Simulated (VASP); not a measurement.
# InSe5 (P6/mmm) in VASP: a series of runs

Runs on InSe5. Level: PBE. Tasks: single point, relaxation of cell and atoms.

Everything below comes from runs of VASP 6.6.1. Logs are shortened: lines on timing, memory, paths and dates and some standing lists are left out, and cuts for length are marked.

## (1) The cell of the first run

It takes space group P6/mmm (No. 191, hexagonal). The conventional cell has a = 7.174 Å, b = 7.174 Å, c = 3.651 Å, α = 90.00°, β = 90.00°, γ = 120.00°. Within 4.8 Å of In (site symmetry 6/mmm) lie 2 In at 3.65 Å and 18 Se at 4.02 to 4.14 Å. Within 3.7 Å of Se (site symmetry -6m2) lie 8 Se at 2.76 to 3.65 Å. Se (site symmetry mmm) has 10 Se at 2.76 to 3.65 Å within 3.7 Å.

The cell was built from a structure type or drawn by symmetry, and may not be a known phase.

## (2) Single point, PBE

INCAR reads:

```
SYSTEM = InSe5
ALGO     = Normal         ! electronic algorithm
EDIFF    = 1E-7           ! SCF threshold, eV
ENCUT    = 520            ! plane-wave cutoff, eV
GGA      = PE             ! functional
ISIF     = 2              ! what is computed and relaxed
ISMEAR   = 0              ! smearing method
LASPH    = .TRUE.         ! aspherical terms in the spheres
LCHARG   = .FALSE.        ! write CHGCAR
LREAL    = .FALSE.        ! projectors in reciprocal space
LWAVE    = .FALSE.        ! write WAVECAR
NBANDS   = 30             ! bands
NELM     = 80             ! most SCF steps
PREC     = Accurate       ! precision mode
SIGMA    = 0.1            ! smearing width, eV
```

KPOINTS reads:

```
k-points
0
G
  6 6 10
  0 0 0
```

POSCAR reads:

```
InSe5
1.0
    7.1737245906      0.0000000000      0.0000000000
   -3.5868622953      6.2126277352      0.0000000000
    0.0000000000      0.0000000000      3.6514132449
In Se
1 5
Direct
    0.0000000000      0.0000000000      0.0000000000
    0.3333333333      0.6666666667      0.0000000000
    0.6666666667      0.3333333333      0.0000000000
    0.5000000000      0.0000000000      0.5000000000
    0.5000000000      0.5000000000      0.5000000000
    0.0000000000      0.5000000000      0.5000000000
```

Potentials or basis: VASP PAW PBE potentials, release 64 (In_d, Se).

The run is started by

```console
> cat potpaw_PBE.64/In_d/POTCAR potpaw_PBE.64/Se/POTCAR > POTCAR
> mpirun -np 1 vasp_std > vasp.out
```

OUTCAR:

```text
SYSTEM = InSe5
   EDIFF = 1E-7
   ENCUT = 520
   GGA = PE
   ISIF = 2
   ISMEAR = 0
   LASPH = .TRUE.
   LREAL = .FALSE.
   NELM = 80
   PREC = Accurate

 ion  position               nearest neighbor table
   1  0.000  0.000  0.000-
   2  0.333  0.667  0.000-   4 2.76   4 2.76   6 2.76   6 2.76   5 2.76   5 2.76
   3  0.667  0.333  0.000-   4 2.76   4 2.76   6 2.76   6 2.76   5 2.76   5 2.76
   4  0.500  0.000  0.500-   2 2.76   3 2.76   2 2.76   3 2.76
   5  0.500  0.500  0.500-   2 2.76   3 2.76   2 2.76   3 2.76
   6  0.000  0.500  0.500-   2 2.76   3 2.76   2 2.76   3 2.76

  LATTYP: Found a hexagonal cell.
 ALAT       =     7.1737245906
 C/A-ratio  =     0.5089982475

  Lattice vectors:

 A1 = (   7.1737245906,   0.0000000000,   0.0000000000)
 A2 = (  -3.5868622953,   6.2126277352,   0.0000000000)
 A3 = (   0.0000000000,   0.0000000000,   3.6514132449)

Analysis of symmetry for initial positions (statically):
=====================================================================
 Subroutine PRICEL returns:
 Original cell was already a primitive cell.

 Routine SETGRP: Setting up the symmetry group for a
 hexagonal supercell.

 Subroutine GETGRP returns: Found 24 space group operations
 (whereof 24 operations were pure point group operations)
 out of a pool of 24 trial point group operations.

The static configuration has the point symmetry D_6h.

Analysis of symmetry for dynamics (positions and initial velocities):
=====================================================================
 Subroutine PRICEL returns:
 Original cell was already a primitive cell.

 Routine SETGRP: Setting up the symmetry group for a
 hexagonal supercell.

 Subroutine GETGRP returns: Found 24 space group operations
 (whereof 24 operations were pure point group operations)
 out of a pool of 24 trial point group operations.

The dynamic configuration has the point symmetry D_6h.

 Subroutine INISYM returns: Found 24 space group operations
 (whereof 24 operations are pure point group operations),
 and found     1 'primitive' translations

----------------------------------------------------------------------------------------

                                     Primitive cell

  volume of cell :     162.7350

  direct lattice vectors                    reciprocal lattice vectors
     7.173724591  0.000000000  0.000000000     0.139397601  0.080481243  0.000000000
    -3.586862295  6.212627735  0.000000000     0.000000000  0.160962485  0.000000000
     0.000000000  0.000000000  3.651413245     0.000000000  0.000000000  0.273866564

  length of vectors
     7.173724591  7.173724591  3.651413245     0.160962485  0.160962485  0.273866564

  position of ions in fractional coordinates (direct lattice)
     0.000000000  0.000000000  0.000000000
     0.333333333  0.666666667  0.000000000
     0.666666667  0.333333333  0.000000000
     0.500000000  0.000000000  0.500000000
     0.500000000  0.500000000  0.500000000
     0.000000000  0.500000000  0.500000000

  ion indices of the primitive-cell ions
   primitive index   ion index
                 1           1
                 2           2
                 3           3
                 4           4
                 5           5
                 6           6

----------------------------------------------------------------------------------------

 KPOINTS: k-points

Automatic generation of k-mesh.
 Grid dimensions read from file:
 generate k-points for:    6    6   10

 Generating k-lattice:

  Cartesian coordinates                     Fractional coordinates (reciprocal lattice)
     0.023232934  0.013413540  0.000000000     0.166666667  0.000000000  0.000000000
     0.000000000  0.026827081  0.000000000     0.000000000  0.166666667  0.000000000
     0.000000000  0.000000000  0.027386656     0.000000000  0.000000000  0.100000000

  Length of vectors
     0.026827081  0.026827081  0.027386656

  Shift w.r.t. Gamma in fractional coordinates (k-lattice)
     0.000000000  0.000000000  0.000000000

 Subroutine IBZKPT returns following result:
 ===========================================

 Found     42 irreducible k-points:

 Following reciprocal coordinates:
            Coordinates               Weight
  0.000000  0.000000  0.000000      1.000000
  0.166667 -0.000000  0.000000      6.000000
  0.333333 -0.000000  0.000000      6.000000
  0.500000 -0.000000  0.000000      3.000000
  0.166667  0.166667  0.000000      6.000000
  0.333333  0.166667  0.000000     12.000000
[... 16 lines left out ...]
  0.166667 -0.000000  0.300000     12.000000
  0.333333 -0.000000  0.300000     12.000000
 [... further k-points ...]
   k-points           NKPTS =     42   k-points in BZ     NKDIM =     42   number of bands    NBANDS=     30
   number of dos      NEDOS =    301   number of ions     NIONS =      6
   total plane-waves  NPLWV =  81648
   dimension x,y,z NGX =    54 NGY =   54 NGZ =   28
   dimension x,y,z NGXF=   108 NGYF=  108 NGZF=   56
   ions per type =               1   5
   NGX,Y,Z   is equivalent  to a cutoff of  12.51, 12.51, 12.75 a.u.
   NGXF,Y,Z  is equivalent  to a cutoff of  25.03, 25.03, 25.50 a.u.
 SYSTEM =  InSe5
   PREC   = accura    normal or accurate (medium, high low for compatibility)
   ISTART =      0    job   : 0-new  1-cont  2-samecut
   ICHARG =      2    charge: 1-file 2-atom 10-const
   ISPIN  =      1    spin polarized calculation?
   LNONCOLLINEAR =      F non collinear calculations
   LSORBIT =      F    spin-orbit coupling
   LASPH  =      T    aspherical Exc in radial PAW
   ENCUT  =  520.0 eV  38.22 Ry    6.18 a.u.  13.34 13.34  6.79*2*pi/ulx,y,z
   NELM   =     80;   NELMIN=  2; NELMDL= -5     # of ELM steps
   EDIFF  = 0.1E-06   stopping-criterion for ELM
   LREAL  =      F    real-space projection
   EDIFFG = 0.1E-05   stopping-criterion for IOM
   NSW    =      0    number of steps for IOM
   IBRION =     -1    ionic relax: 0-MD 1-quasi-New 2-CG
   NFREE  =      0    steps in history (QN), initial steepest desc. (CG)
   ISIF   =      2    stress and relaxation
   ISYM   =      2    0-nonsym 1-usesym 2-fastsym
   POTIM  = 0.5000    time-step for ionic-motion
   TEBEG  =    0.0;   TEEND  =   0.0 temperature during run
   PSTRESS=    0.0 pullay stress
   NELECT =      43.0000    total number of electrons
   NUPDOWN=      -1.0000    fix difference up-down
   EMIN   =  10.00;   EMAX   =-10.00  energy-range for DOS
   EFERMI =   0.00;   METHOD = LEGACY
   ISMEAR =     0;   SIGMA  =   0.10  broadening in eV -4-tet -1-fermi 0-gaus
   EFERMI_NEDOS =   21; number of points for ismear=-14 and -15
   IALGO  =     38    algorithm
   IMIX   =      4    mixing-type and parameters
     AMIX     =   0.40;   BMIX     =  1.00
     AMIX_MAG =   1.60;   BMIX_MAG =  1.00
  volume/ion in A,a.u.               =      27.12       183.03
  Fermi-wavevector in a.u.,A,eV,Ry     =   1.050519  1.985193 15.015260  1.103591
  Thomas-Fermi vector in A             =   2.185526
   LORBIT       =      0    0 simple, 1 ext, 2 COOP (PROOUT), +10 PAW based schemes
   GGA     = PE    functional components
   LHFCALC =     F    Hartree Fock is set to
   AEXX    =    0.0000 exact exchange contribution
   IVDW    =     0    specifies the selected vdW correction
   LEPSILON=     F    determine dielectric tensor
   LRPA    =     F    only Hartree local field effects (RPA)
 non-spin polarized calculation
 Gauss-broadening in eV      SIGMA  =   0.10
  energy-cutoff  :      520.00
  volume of cell :      162.74
 maximum number of plane-waves:      4430
 NGX is ok and might be reduce to    54
   NGX = 27   NGY = 27   NGZ = 13

 number of electron      42.9999999 magnetization

 Free energy of the ion-electron system (eV)
  ---------------------------------------------------
  ext. energy  EPLUGINS =         0.00000000
  ---------------------------------------------------
  free energy    TOTEN  =       -18.74433964 eV

  energy without entropy =      -18.72909410  energy(sigma->0) =      -18.73671687

 E-fermi :   3.8706     XC(G=0):  -9.1572

 val. band max:        3.8658327917   @ k =   0.3333   0.3333   0.3000
 cond. band min:       3.8956245714   @ k =   0.1667   0.1667   0.3000
 fundamental gap:      0.0297917797
 Fermi energy:         3.8705551196

 k-point     1 :       0.0000    0.0000    0.0000
  band No.  band energies     occupation
      1     -11.9424      2.00000
      2     -11.2032      2.00000
      3     -11.1277      2.00000
      4     -11.1277      2.00000
      5     -11.0969      2.00000
      6     -11.0969      2.00000
[... 22 lines left out ...]
     29       7.6861      0.00000
     30       9.4893      0.00000

 k-point     2 :       0.1667   -0.0000    0.0000
  band No.  band energies     occupation
      1     -11.8844      2.00000
      2     -11.2034      2.00000
      3     -11.1293      2.00000
      4     -11.1271      2.00000
      5     -11.0970      2.00000
      6     -11.0969      2.00000
[... 22 lines left out ...]
     29       8.0382      0.00000
     30       9.7409      0.00000

 k-point     3 :       0.3333   -0.0000    0.0000
  band No.  band energies     occupation
      1     -11.7245      2.00000
      2     -11.2042      2.00000
      3     -11.1378      2.00000
      4     -11.1260      2.00000
      5     -11.0970      2.00000
      6     -11.0970      2.00000
[... 22 lines left out ...]
     29       8.6557      0.00000
     30       9.6830      0.00000

 k-point     4 :       0.5000   -0.0000    0.0000
  band No.  band energies     occupation
      1     -11.5822      2.00000
      2     -11.2090      2.00000
      3     -11.1744      2.00000
      4     -11.1254      2.00000
      5     -11.0970      2.00000
      6     -11.0970      2.00000
[... 616 lines left out ...]
     29       7.0610      0.00000
     30      10.6055      0.00000

 k-point    23 :       0.1667   -0.0000    0.3000
  band No.  band energies     occupation
      1     -11.1351      2.00000
      2     -11.1275      2.00000
      3     -11.1241      2.00000
      4     -11.1226      2.00000
      5     -11.1223      2.00000
      6     -11.0422      2.00000
[... 22 lines left out ...]
     29       7.1887      0.00000
     30      10.3449      0.00000

 k-point    24 :       0.3333   -0.0000    0.3000
  band No.  band energies     occupation
      1     -11.1316      2.00000
      2     -11.1277      2.00000
      3     -11.1248      2.00000
      4     -11.1222      2.00000
      5     -11.1156      2.00000
      6     -10.9101      2.00000
[... 22 lines left out ...]
     29       7.2382      0.00000
     30      10.3641      0.00000

 [... further k-points ...]
[... 5 lines left out ...]
  --------------------------------------------------------------------------------------
  -------------------------------------------------------------------------------------
  Total        0.0222953      0.0222953      0.0618929      0.0000000      0.0000000      0.0000000
  in kB        0.2195037      0.2195037      0.6093554      0.0000000      0.0000000      0.0000000
  external PRESSURE =       0.3494543 kB  Pullay stress =       0.0000000 kB

 VOLUME and BASIS-vectors are now :
 -----------------------------------------------------------------------------
  energy-cutoff  :      520.00
  volume of cell :      162.74
      direct lattice vectors                 reciprocal lattice vectors
     7.173724591  0.000000000  0.000000000     0.139397601  0.080481243  0.000000000
    -3.586862295  6.212627735  0.000000000     0.000000000  0.160962485  0.000000000
     0.000000000  0.000000000  3.651413245     0.000000000  0.000000000  0.273866564

 POSITION                                       TOTAL-FORCE (eV/Angst)
 -----------------------------------------------------------------------------------
      0.00000      0.00000      0.00000         0.000000      0.000000      0.000000
     -0.00000      4.14175      0.00000         0.000000     -0.000000      0.000000
      3.58686      2.07088      0.00000        -0.000000      0.000000      0.000000
      3.58686      0.00000      1.82571         0.000000      0.000000      0.000000
      1.79343      3.10631      1.82571         0.000000      0.000000      0.000000
     -1.79343      3.10631      1.82571         0.000000      0.000000      0.000000
 -----------------------------------------------------------------------------------
    total drift:                                0.000000      0.000000      0.000000

  FREE ENERGIE OF THE ION-ELECTRON SYSTEM (eV)
  ---------------------------------------------------
  free  energy   TOTEN  =       -18.7443396363 eV

  energy  without entropy=      -18.7290941004  energy(sigma->0) =      -18.73671687
```

Wall time 6.5 min (1 thread of Intel Xeon 8259CL, shared host); peak memory 0.36 GiB.

What came out:

```yaml
Free_energy: -18.7443 eV
Pressure: 0.0 GPa
Band_gap_on_the_k_mesh: zero (an odd number of electrons rules out a gap without spin polarisation)
```

Levels at points of the mesh, in eV from the Fermi level:
```tsv
k point	band 19	band 20	band 21	band 22	band 23	band 24
(0.00, 0.00, 0.00)	-1.61	-1.61	-1.00	-1.00	-0.76	2.65
(0.50, 0.00, 0.00)	-1.24	-1.00	-0.57	0.64	0.72	0.73
(0.00, 0.00, 0.50)	-1.95	-1.13	-0.68	-0.68	-0.40	-0.27
(0.50, 0.00, 0.50)	-2.07	-1.72	-0.49	0.29	0.47	1.09
```

Caveat: spin-orbit coupling is left out, which moves the levels of the heavy elements.

## (3) Relaxation of cell and atoms, PBE

This run uses another cell than the first one, of 27.18 Å³/atom.

INCAR reads:

```
SYSTEM = InSe5
PREC = Accurate
ENCUT = 600
EDIFF = 1E-7
ISMEAR = 0
SIGMA = 0.1
LREAL = .False.
LASPH = .True.
NELM = 60
ALGO = Normal
ISIF = 3
LWAVE = .False.
LCHARG = .False.
GGA = PE
IBRION = 2
NSW = 90
EDIFFG = -0.04
```

KPOINTS reads:

```
regular mesh
0
Gamma
  3 3 6
  0 0 0
```

POSCAR: that of step 2 with these lines changed.

```diff
@@ -2,5 +2,5 @@
 1.0
-    7.1737245906      0.0000000000      0.0000000000
-   -3.5868622953      6.2126277352      0.0000000000
-    0.0000000000      0.0000000000      3.6514132449
+    7.2551021839      0.0000000000      0.0000000000
+   -3.6275510919      6.2831027983      0.0000000000
+    0.0000000000      0.0000000000      3.5778031880
 In Se
```

Potentials or basis: VASP PAW PBE potentials, release 64 (In_d, Se).

The run is started by

```console
> cat potpaw_PBE.64/In_d/POTCAR potpaw_PBE.64/Se/POTCAR > POTCAR
> mpirun -np 1 vasp_std > vasp.out
```

It took 6.5 min on 1 thread of Intel Xeon 8259CL, shared host; peak memory 0.36 GiB.

It converged, with:

- Free energy: -18.6492 eV
- Relaxed volume: 27.00 Å³/atom
- Relaxed cell: a = 7.141 Å, b = 7.141 Å, c = 3.668 Å, α = 90.00°, β = 90.00°, γ = 120.00°
- Space group after relaxing (to 0.1 Å): P6/mmm (No. 191)
- Energy gained by relaxing: 4.0 meV/atom
- Ionic steps: 5
- Pressure after relaxing: 0.1 GPa
- Band gap on the k mesh: zero (an odd number of electrons rules out a gap without spin polarisation)

Step by step:
| step | energy change (eV) | largest force (eV/Å) | pressure (GPa) | volume (Å³) |
| --- | --- | --- | --- | --- |
| 1 | 0.0000 | 0.0000 | 0.11 | 163.09 |
| 2 | -0.0133 | 0.0000 | -0.10 | 163.53 |
| 3 | -0.0210 | 0.0000 | -0.52 | 164.29 |
| 4 | -0.0214 | 0.0000 | -0.44 | 164.15 |
| 5 | -0.0241 | 0.0000 | 0.09 | 162.02 |

Final structure:
```yaml
crystal:
  lattice:
    - [7.14134, 0.00000, 0.00000]
    - [-3.57067, 6.18458, 0.00000]
    - [0.00000, 0.00000, 3.66841]
  atoms:
    - { symbol: In, position: [0.00000, 0.00000, 0.00000] }
    - { symbol: Se, position: [0.33333, 0.66667, 0.00000] }
    - { symbol: Se, position: [0.66667, 0.33333, 0.00000] }
    - { symbol: Se, position: [0.50000, 0.00000, 0.50000] }
    - { symbol: Se, position: [0.50000, 0.50000, 0.50000] }
    - { symbol: Se, position: [0.00000, 0.50000, 0.50000] }
```

Levels at points of the mesh, in eV from the Fermi level:
```tsv
k point	band 18	band 19	band 20	band 21	band 22	band 23	band 24	band 25
(0.00, 0.00, 0.00)	-1.55	-1.49	-1.49	-0.93	-0.93	-0.61	2.74	2.74
(0.00, 0.00, 0.50)	-2.65	-1.79	-0.97	-0.52	-0.52	-0.32	-0.13	2.33
```

Caveat: spin-orbit coupling is left out, which moves the levels of the heavy elements.

(Part 1 of 2 ends here.)
